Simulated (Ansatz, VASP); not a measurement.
**Two plane-wave programs on La3GePd3**

Contents of INCAR:

```
SYSTEM = La3GePd3
  PREC = Accurate
  ENCUT = 630
  EDIFF = 1E-6
  ISMEAR = 0
  SIGMA = 0.0294
  LREAL = .FALSE.
  LASPH = .TRUE.
  NELM = 200
  ALGO = Normal
  ISIF = 2
  LWAVE = .FALSE.
  LCHARG = .FALSE.
  GGA = PE
  NBANDS = 60
  GGA_COMPAT = .FALSE.
  LMAXMIX = 6
```

Contents of KPOINTS:

```
regular mesh
0
G
  3 3 3
  0 0 0
```

Contents of POSCAR:

```
La3GePd3
1.0
    5.6013830000      0.0000000000      0.0000000000
    0.0000000000      5.6013830000      0.0000000000
    0.0000000000      0.0000000000      5.6013830000
La Pd Ge
3 3 1
Direct
    0.5000000000      0.5000000000      0.0000000000
    0.0000000000      0.5000000000      0.5000000000
    0.5000000000      0.0000000000      0.5000000000
    0.5000000000      0.0000000000      0.0000000000
    0.0000000000      0.5000000000      0.0000000000
    0.0000000000      0.0000000000      0.5000000000
    0.5000000000      0.5000000000      0.5000000000
```

Input for Ansatz:

```yaml
crystal:
  lattice:
    - [5.601383, 0.0, 0.0]
    - [0.0, 5.601383, 0.0]
    - [0.0, 0.0, 5.601383]
  atoms:
    - { symbol: La, position: [0.5, 0.5, 0.0] }
    - { symbol: La, position: [0.0, 0.5, 0.5] }
    - { symbol: La, position: [0.5, 0.0, 0.5] }
    - { symbol: Pd, position: [0.5, 0.0, 0.0] }
    - { symbol: Pd, position: [0.0, 0.5, 0.0] }
    - { symbol: Pd, position: [0.0, 0.0, 0.5] }
    - { symbol: Ge, position: [0.5, 0.5, 0.5] }
  symmetry: { tolerance: 0.0003 }
kpoints:
  mp_grid: { grid: [3, 3, 3], shift: [0, 0, 0] }
magnetization:
  spin_polarized: false
scf:
  occupations: { method: gaussian, width: 0.0294 }
hamiltonian:
  pseudopotentials: { kind: paw }
  xc: pbe
basis:
  ecutwfc: 420
output:
  forces: true
  stress: true
  eigenvalues: true
```

Alike in both runs: task single point; functional PBE; k mesh 3 × 3 × 3; occupations gaussian, width 0.0294 eV; no spin polarisation.

```csv
,VASP,Ansatz
version,VASP 6.6.1,Ansatz 0.2.0
potentials or method,"VASP PAW PBE potentials, release 64 (La, Pd_sv_GW, Ge_d), cutoff 630 eV",PAW plane waves
valence electrons in the cell,101,101
```

Ansatz gave:

| Property | Result |
| --- | --- |
| gap on the k mesh at the Fermi level (eV) | none |
| pressure (GPa) | 12.8 |

Task: What did VASP give for the same quantities?

Result: gap on the k mesh at the Fermi level (eV): none; pressure (GPa): 12.7.

A gap of «none» marks a metal or a gap that the smearing closes. The functional is the same, so the differences come from potentials, cutoffs and numerics.

The k mesh is coarse, so the values compare programs but aren't converged. Spin-orbit coupling is off throughout.
